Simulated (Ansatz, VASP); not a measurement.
HgTe: VASP beside Ansatz

The input INCAR:

```
PREC = Accurate
ENCUT = 520
EDIFF = 1E-6
ISMEAR = -1
SIGMA = 0.02
LREAL = False
LASPH = True
NELM = 60
ALGO = Normal
ISIF = 2
LWAVE = False
LCHARG = False
GGA = PE
NBANDS = 16
```

KPOINTS

```
regular mesh
0
Gamma
  6 6 6
```

File POSCAR:

```
HgTe
1.0
    0.0000000000      3.3878326235      3.1407053158
    3.3878326235      0.0000000000      3.1407053158
    3.3878326235      3.3878326235      0.0000000000
Hg Te
1 1
Direct
    0.0000000000      0.0000000000      0.0000000000
    0.2500000000      0.2500000000      0.2500000000
```

Input for Ansatz:

```yaml
crystal:
  lattice:
    - [0.0, 3.3878326235, 3.1407053158]
    - [3.3878326235, 0.0, 3.1407053158]
    - [3.3878326235, 3.3878326235, 0.0]
  atoms:
    - { symbol: Hg, position: [0.0, 0.0, 0.0] }
    - { symbol: Te, position: [0.25, 0.25, 0.25] }
kpoints:
  mp_grid: { grid: [6, 6, 6] }
  band_path:
    path:
      - [0.0, 0.0, 0.0]
      - [-0.5, -0.5, 0.0]
      - [-0.375, -0.375, 0.25]
      - [-0.375, 0.0, 0.375]
      - [0.0, 0.0, 0.5]
      - [-0.5, -0.25, 0.25]
      - [-0.035319, 0.0, -0.035319]
    npoints: 1
hamiltonian:
  xc: pbe
scf:
  occupations: { method: fermi_dirac, width: 0.02 }
  n_extra_bands: 4
output:
  forces: true
  stress: true
  eigenvalues: true
```

Change from the starting cell: epitaxial_xy strain +3.0%.

Alike in both runs: task single point; functional PBE; k mesh 6 × 6 × 6; occupations fermi-dirac, width 0.02 eV; no spin polarisation.

```csv
,VASP,Ansatz
version,VASP 6.6.1,Ansatz 0.2.0
potentials or method,"VASP PAW PBE potentials, release 64 (Hg, Te)","plane waves, PAW"
plane-wave cutoff (eV),520,420
valence electrons in the cell,18,36
```

```csv
,VASP,Ansatz,Ansatz less VASP
pressure (GPa),0.7,0.7,-0.05
"traceless stress, the component that is largest in VASP (GPa)",0.60,0.60,0.000
```

With one functional, cell and mesh, what is left measures potentials, basis and numerics. VASP's potentials hold 18 valence electrons a cell and Ansatz's 36, so a difference there can come from the potentials and not from the codes.

Spin-orbit coupling is off throughout.
